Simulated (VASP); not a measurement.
Crystal: Mg.

```
CELL_PARAMETERS angstrom
2.23144 2.31549 -0.04157
2.12106 -2.29073 4.57440
2.31622 -2.31523 -4.68206
ATOMIC_POSITIONS crystal
Mg 0.94012 0.99745 0.00035
Mg 0.49362 0.52790 0.00276
Mg 0.51193 0.95279 0.50537
Mg 0.05433 0.52186 0.49152
```

| Property | Result |
| --- | --- |
| Program | VASP 6.6.1 |
| Task | relaxation of cell and atoms |
| Functional | PBE |
| Potentials or basis | VASP PAW PBE potentials, release 64 (Mg) |
| Cutoff | 600 eV |
| k mesh | 6 × 4 × 4 |
| Occupations | gaussian, width 0.2 eV |
| Spin | no spin polarisation |

At the start: pressure 0.3 GPa; volume 23.77 Å³/atom.

Where does the relaxation end?

Over 13 steps the energy falls by 95.8 meV/atom and the volume is 23.01 Å³/atom (-3.2 %); space group P1 (No. 1, to 0.1 Å) before, Immm (No. 71, to 0.1 Å).

The path:
| step | energy change (eV) | largest force (eV/Å) | pressure (GPa) | volume (Å³) |
| --- | --- | --- | --- | --- |
| 1 | 0.0000 | 1.3055 | 0.30 | 95.08 |
| 2 | -0.1858 | 0.8075 | -0.62 | 95.66 |
| 3 | -0.2820 | 0.3758 | -1.23 | 96.32 |
| 4 | -0.2854 | 0.3208 | -1.28 | 96.43 |
| 5 | -0.3367 | 0.2140 | -0.29 | 93.13 |
| 6 | -0.3486 | 0.2061 | 0.54 | 90.92 |
| 7 | -0.3586 | 0.1772 | 0.14 | 91.88 |
| 8 | -0.3609 | 0.1568 | -0.15 | 92.63 |
| 9 | -0.3684 | 0.1191 | -0.21 | 92.72 |
| 10 | -0.3786 | 0.0768 | -0.32 | 92.98 |
| 11 | -0.3819 | 0.0429 | 0.27 | 91.40 |
| 12 | -0.3820 | 0.0472 | 0.19 | 91.61 |
| 13 | -0.3831 | 0.0199 | 0.02 | 92.02 |

Final structure:
```
Mg
1.0
     2.29983    2.30235   -0.00224
     2.22313   -2.22669    4.48727
     2.22794   -2.22872   -4.49312
Mg
4
Direct
  0.99928 0.00005 0.99976
  0.49799 0.50046 0.00035
  0.49970 0.99973 0.49996
  0.00303 0.49977 0.49993
```
